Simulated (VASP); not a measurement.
# GaAs (F-43m) in VASP: a series of runs, part 3 of 3

VASP 6.6.1. Earlier steps stand in the parts before.

### Step 5. Single point, PBEsol

This run uses another cell than the first one, of 21.51 Å³/atom, 1.106 times its volume.

Contents of INCAR:

```
SYSTEM = GaAs
  PREC = Accurate
  ENCUT = 520
  EDIFF = 1E-7
  ISMEAR = 0
  SIGMA = 0.01
  LREAL = .FALSE.
  LASPH = .TRUE.
  NELM = 80
  ALGO = Normal
  ISIF = 2
  LWAVE = .FALSE.
  LCHARG = .FALSE.
  GGA = PS
  NBANDS = 16
```

Contents of KPOINTS:

```
regular mesh
0
G
  8 8 8
  0 0 0
```

Contents of POSCAR:

```
GaAs
1.0
    0.0000000000      2.7812032184      2.7812032184
    2.7812032184      0.0000000000      2.7812032184
    2.7812032184      2.7812032184      0.0000000000
Ga As
1 1
Direct
    0.0000000000      0.0000000000      0.0000000000
    0.7500000000      0.7500000000      0.7500000000
```

Potentials or basis: VASP PAW PBE potentials, release 64 (Ga_d, As).

Launch:

```bash
$ cat potpaw_PBE.64/Ga_d/POTCAR potpaw_PBE.64/As/POTCAR > POTCAR
$ mpirun -np 1 vasp_std > vasp.out
```

OUTCAR:

```text
SYSTEM = GaAs
   PREC = Accurate
   ENCUT = 520
   EDIFF = 1E-7
   ISMEAR = 0
   LREAL = .FALSE.
   LASPH = .TRUE.
   NELM = 80
   ISIF = 2
   GGA = PS

 ion  position               nearest neighbor table
   1  0.000  0.000  0.000-   2 2.41   2 2.41   2 2.41   2 2.41
   2  0.750  0.750  0.750-   1 2.41   1 2.41   1 2.41   1 2.41

  LATTYP: Found a face centered cubic cell.
 ALAT       =     5.5624064368

  Lattice vectors:

 A1 = (   0.0000000000,   2.7812032184,   2.7812032184)
 A2 = (   2.7812032184,   0.0000000000,   2.7812032184)
 A3 = (   2.7812032184,   2.7812032184,   0.0000000000)

Analysis of symmetry for initial positions (statically):
=====================================================================
 Subroutine PRICEL returns:
 Original cell was already a primitive cell.

 Routine SETGRP: Setting up the symmetry group for a
 face centered cubic supercell.

 Subroutine GETGRP returns: Found 24 space group operations
 (whereof 24 operations were pure point group operations)
 out of a pool of 48 trial point group operations.

The static configuration has the point symmetry T_d .

Analysis of symmetry for dynamics (positions and initial velocities):
=====================================================================
 Subroutine PRICEL returns:
 Original cell was already a primitive cell.

 Routine SETGRP: Setting up the symmetry group for a
 face centered cubic supercell.

 Subroutine GETGRP returns: Found 24 space group operations
 (whereof 24 operations were pure point group operations)
 out of a pool of 48 trial point group operations.

The dynamic configuration has the point symmetry T_d .

 Subroutine INISYM returns: Found 24 space group operations
 (whereof 24 operations are pure point group operations),
 and found     1 'primitive' translations

----------------------------------------------------------------------------------------

[... 105 lines left out ...]
   EMIN   =  10.00;   EMAX   =-10.00  energy-range for DOS
   EFERMI =   0.00;   METHOD = LEGACY
   ISMEAR =     0;   SIGMA  =   0.01  broadening in eV -4-tet -1-fermi 0-gaus
   EFERMI_NEDOS =   21; number of points for ismear=-14 and -15
   IALGO  =     38    algorithm
   IMIX   =      4    mixing-type and parameters
     AMIX     =   0.40;   BMIX     =  1.00
     AMIX_MAG =   1.60;   BMIX_MAG =  1.00
  volume/ion in A,a.u.               =      21.51       145.18
  Fermi-wavevector in a.u.,A,eV,Ry     =   1.224399  2.313778 20.397212  1.499153
  Thomas-Fermi vector in A             =   2.359475
   LORBIT       =      0    0 simple, 1 ext, 2 COOP (PROOUT), +10 PAW based schemes
   GGA     = PS    functional components
   LHFCALC =     F    Hartree Fock is set to
   AEXX    =    0.0000 exact exchange contribution
   IVDW    =     0    specifies the selected vdW correction
   LEPSILON=     F    determine dielectric tensor
   LRPA    =     F    only Hartree local field effects (RPA)
 non-spin polarized calculation
 Gauss-broadening in eV      SIGMA  =   0.01
  energy-cutoff  :      520.00
  volume of cell :       43.03
 maximum number of plane-waves:      1174
 NGX is ok and might be reduce to    30
   NGX = 15   NGY = 15   NGZ = 15

 number of electron      18.0000014 magnetization

 Free energy of the ion-electron system (eV)
  ---------------------------------------------------
  ext. energy  EPLUGINS =         0.00000000
  ---------------------------------------------------
  free energy    TOTEN  =        -9.05769833 eV

  energy without entropy =       -9.05769833  energy(sigma->0) =       -9.05769833

 E-fermi :   4.3358     XC(G=0):  -9.9925

 val. band max:        4.2767749275   @ k =   0.0000   0.0000   0.0000
 cond. band min:       5.1038369790   @ k =   0.0000   0.0000   0.0000
 fundamental gap:      0.8270620515
 Fermi energy:         4.3357701509

 k-point     1 :       0.0000    0.0000    0.0000
  band No.  band energies     occupation
      1     -10.5970      2.00000
      2     -10.5970      2.00000
      3     -10.5970      2.00000
      4     -10.5041      2.00000
      5     -10.5041      2.00000
      6      -8.8401      2.00000
[... 433 lines left out ...]
      3     -10.5586      2.00000
      4     -10.5097      2.00000
      5     -10.5001      2.00000
      6      -6.5308      2.00000
[... 8 lines left out ...]
     15      15.9266      0.00000
     16      16.6214      0.00000

 [... further k-points ...]
[... 5 lines left out ...]
  --------------------------------------------------------------------------------------
  -------------------------------------------------------------------------------------
  Total        1.1339844      1.1339844      1.1339844      0.0000000     -0.0000000      0.0000000
  in kB       42.2269290     42.2269290     42.2269290      0.0000000     -0.0000000      0.0000000
  external PRESSURE =      42.2269290 kB  Pullay stress =       0.0000000 kB

 VOLUME and BASIS-vectors are now :
 -----------------------------------------------------------------------------
  energy-cutoff  :      520.00
  volume of cell :       43.03
      direct lattice vectors                 reciprocal lattice vectors
     0.000000000  2.781203218  2.781203218    -0.179778305  0.179778305  0.179778305
     2.781203218  0.000000000  2.781203218     0.179778305 -0.179778305  0.179778305
     2.781203218  2.781203218  0.000000000     0.179778305  0.179778305 -0.179778305

 POSITION                                       TOTAL-FORCE (eV/Angst)
 -----------------------------------------------------------------------------------
      0.00000      0.00000      0.00000         0.000000     -0.000000      0.000000
      4.17180      4.17180      4.17180        -0.000000      0.000000     -0.000000
 -----------------------------------------------------------------------------------
    total drift:                                0.000000      0.000000      0.000000

  FREE ENERGIE OF THE ION-ELECTRON SYSTEM (eV)
  ---------------------------------------------------
  free  energy   TOTEN  =        -9.0576983303 eV

  energy  without entropy=       -9.0576983303  energy(sigma->0) =       -9.05769833
```

stdout:

```text
POSCAR found type information on POSCAR GaAs
 POSCAR found :  2 types and       2 ions
 scaLAPACK will be used
 -----------------------------------------------------------------------------
|                                                                             |
|                                                                             |
|     You enforced a specific xc type in the INCAR file but a different       |
|     I HOPE YOU KNOW WHAT YOU ARE DOING!                                     |
|                                                                             |
 -----------------------------------------------------------------------------

 LDA part: xc-table for (Slater+PW92), standard interpolation
 POSCAR, INCAR and KPOINTS ok, starting setup
 FFT: planning ... GRIDC
 FFT: planning ... GRID_SOFT
 FFT: planning ... GRID
 WAVECAR not read
 entering main loop
```

Run time: 11 s. Hardware: 1 thread of AMD EPYC 9R45 (Zen 5), shared host; peak memory 0.14 GiB.

What came out:

```
Free energy            : -9.0577 eV
Pressure               : 4.2 GPa
Band gap on the k mesh : 0.83 eV, direct
```

Caveat: the PAW data sets were made with another functional, which shifts forces and pressure a little. A k mesh can miss the band edges.

### Step 6. Single point, PBEsol

This run uses another cell than the first one, of 22.33 Å³/atom, 1.148 times its volume.

Contents of INCAR:

```
ALGO = Normal ; EDIFF = 1E-6
ENCUT = 520 ; GGA = PS
ISIF = 2 ; ISMEAR = 0
LASPH = True ; LCHARG = True
LELF = True ; LREAL = False
LVHAR = True ; LWAVE = False
NBANDS = 16 ; NELM = 80
PREC = Accurate ; SIGMA = 0.01
```

Contents of KPOINTS:

```
k-points
0
Gamma
  8 8 8
```

Contents of POSCAR:

```
GaAs
1.0
    0.0000000000      2.8161400502      2.8161400502
    2.8161400502      0.0000000000      2.8161400502
    2.8161400502      2.8161400502      0.0000000000
Ga As
1 1
Direct
    0.0000000000      0.0000000000      0.0000000000
    0.7500000000      0.7500000000      0.7500000000
```

Potentials or basis: VASP PAW PBE potentials, release 64 (Ga_d, As).

Launch:

```bash
$ cat potpaw_PBE.64/Ga_d/POTCAR potpaw_PBE.64/As/POTCAR > POTCAR
$ mpirun -np 1 vasp_std > vasp.out
```

Run time: 11 s. Hardware: 1 thread of AMD EPYC 9R45 (Zen 5), shared host; peak memory 0.14 GiB.

It converged, with:

- Free energy: -9.0849 eV
- Pressure: 1.2 GPa
- Band gap on the k mesh: 0.54 eV, direct

Levels at points of the mesh, in eV from the valence-band top:
```tsv
k point	band 5	band 6	band 7	band 8	band 9	band 10	band 11	band 12	band 13	band 14
(0.00, 0.00, 0.00)	-14.72	-12.84	0.00	0.00	0.00	0.54	3.69	3.69	3.69	7.42
(0.50, 0.00, 0.00)	-14.71	-11.02	-6.75	-1.17	-1.17	0.96	4.59	4.59	7.59	10.36
(0.50, 0.50, 0.00)	-14.70	-10.26	-6.91	-2.74	-2.74	1.33	1.56	10.22	10.22	10.98
```

Caveat: the PAW data sets were made with another functional, which shifts forces and pressure a little.

### Step 7. Summary

```tsv
cell	gap on the mesh (eV)	pressure (GPa)
a = 3.803 Å, angles 60.0°, 2 atoms	1.02	15.3
a = 3.855 Å, angles 60.0°, 2 atoms	1.12	10.3
a = 3.892 Å, angles 60.0°, 2 atoms	1.07	7.2
a = 3.933 Å, angles 60.0°, 2 atoms	0.83	4.2
a = 3.983 Å, angles 60.0°, 2 atoms	0.54	1.2
```

Alike in all rows: task single point; level PBEsol; potentials or basis VASP PAW PBE potentials, release 64 (Ga_d, As); no spin polarisation; k mesh 8 × 8 × 8; cutoff (eV) 520; smearing gaussian 0.01 eV.

Caveats: the PAW data sets were made with another functional, which shifts forces and pressure a little.

Absolute energies hang on the potentials; compare differences alone.
